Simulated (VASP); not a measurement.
YbH3:

```
Yb H
1.0
     0.00000    2.60497    2.60497
     2.60497    0.00000    2.60497
     2.60497    2.60497    0.00000
Yb H
1 3
Cartesian
  0.0000 0.0000 0.0000
  2.6050 2.6050 2.6050
  1.3025 1.3025 1.3025
  3.9075 3.9075 3.9075
```

Base run:

| Item | Value |
| --- | --- |
| Program | VASP 6.6.1 |
| Functional | PBE |
| Potentials or basis | VASP PAW PBE potentials, release 64 (Yb, H) |
| Cutoff | 520 eV |
| k mesh | 9 × 9 × 9 |
| Occupations | fermi-dirac, width 0.05 eV |
| Spin | collinear spin, ferromagnetic start |
| Starting moments | [1.0, 0.0, 0.0, 0.0] μB |
| Hubbard terms | Yb f U = 2.0 eV |

Its results: net moment 0.00 μB per cell.

Problem. The run is repeated on the same cell with these changes: hubbard terms from Yb f U = 2.0 eV to none. What comes out?

Solution. Net moment 0.18 μB per cell; site moments Yb +0.12; H +0.00 μB.
